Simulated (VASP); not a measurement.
A run of VASP 6.6.1:

INCAR

```
SYSTEM = Ti
  ALGO = Normal
  EDIFF = 1E-6
  ENCUT = 400
  GGA = PE
  GGA_COMPAT = .FALSE.
  ISIF = 2
  ISMEAR = -1
  ISYM = 0
  LASPH = .TRUE.
  LCHARG = .FALSE.
  LREAL = .FALSE.
  LWAVE = .FALSE.
  NBANDS = 149
  NELM = 120
  PREC = Accurate
  SIGMA = 0.1
```

Contents of KPOINTS:

```
Automatic mesh
0
Gamma
  1 1 1
  0.25 0.25 0.25
```

Contents of POSCAR:

```
Ti
1.0
    7.4036360000      0.0242520000     -0.1156530000
    0.0242520000      7.2584860000     -0.3764210000
   -0.1156530000     -0.3764210000      7.4221130000
Ti
22
Direct
    0.5950649697      0.0591856326      0.1794921155
    0.6452258454      0.8216372863      0.5419802735
    0.3179078195      0.4717892811      0.8219727167
    0.6265126456      0.2884612033      0.9265417977
    0.8915349874      0.8262978148      0.2964808735
    0.0374780942      0.9239565602      0.6356252062
    0.1403780034      0.4980203953      0.1967491565
   -0.0164123290      0.5501264206      0.5265298443
    0.1020109851      0.7877610628      0.9533862774
    0.4851480096      0.7656134323      0.8782299322
    0.3699587132      0.6725740857      0.5099817053
    0.8236981240      0.5556009989      0.7830710800
    0.4036998247      0.1294013405      0.6628863610
    0.8384070393      0.1965203620      0.5467955932
    0.1945998709      0.2186146782      0.4091934756
    0.0305463603      0.2692809013      0.8479826115
    0.6117864111      0.5994606515      0.1872153539
    0.2708670124      0.1667653756      0.0254135948
    0.7718827718      1.0028417770      0.8637129700
    0.6040507519      0.3522931297      0.4212230148
    0.9315234087      0.2300357757      0.1768226614
    0.3117953903      0.8638889410      0.2391084603
```

Potentials or basis: VASP PAW PBE potentials, release 64 (Ti_sv).

Run with:

```bash
$ cat potpaw_PBE.64/Ti_sv/POTCAR > POTCAR
$ mpirun -np 1 vasp_std > vasp.out
```

Hardware: 1 thread of Intel Xeon 8259CL, on a shared host.

Estimate the wall time of this run.

Wall time 5 min on 1 thread of Intel Xeon 8259CL (shared host), peak memory 0.32 GiB. Counts: scf iterations 25, k points 1.
